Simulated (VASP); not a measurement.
Input of a VASP 6.6.1 run:

Contents of INCAR:

```
SYSTEM = LaSc
PREC = Accurate
ENCUT = 520
EDIFF = 1E-8
ISMEAR = -1
SIGMA = 0.15
LREAL = .False.
LASPH = .True.
NELM = 80
ALGO = Normal
ISIF = 2
LWAVE = .False.
LCHARG = .False.
GGA = PE
IBRION = 8
NSW = 1
```

File KPOINTS:

```
regular mesh
0
Gamma
  14 14 14
  0 0 0
```

The input POSCAR:

```
LaSc
1.0
    3.9575680207      0.0000000000      0.0000000000
    0.0000000000      3.9575680207      0.0000000000
    0.0000000000      0.0000000000      3.9575680207
La Sc
1 1
Direct
    0.0000000000      0.0000000000      0.0000000000
    0.5000000000      0.5000000000      0.5000000000
```

Potentials or basis: VASP PAW PBE potentials, release 64 (La, Sc_sv).

Run with:

```console
$ cat potpaw_PBE.64/La/POTCAR potpaw_PBE.64/Sc_sv/POTCAR > POTCAR
$ mpirun -np 1 vasp_std > vasp.out
```

Task: Predict the highest phonon frequency at Γ.

Result: 163 cm⁻¹.

Phonon frequencies in cm⁻¹ (negative: imaginary):
| q point | frequencies |
| --- | --- |
| (0.000, 0.000, 0.000) | 0 0 0 163 163 163 |
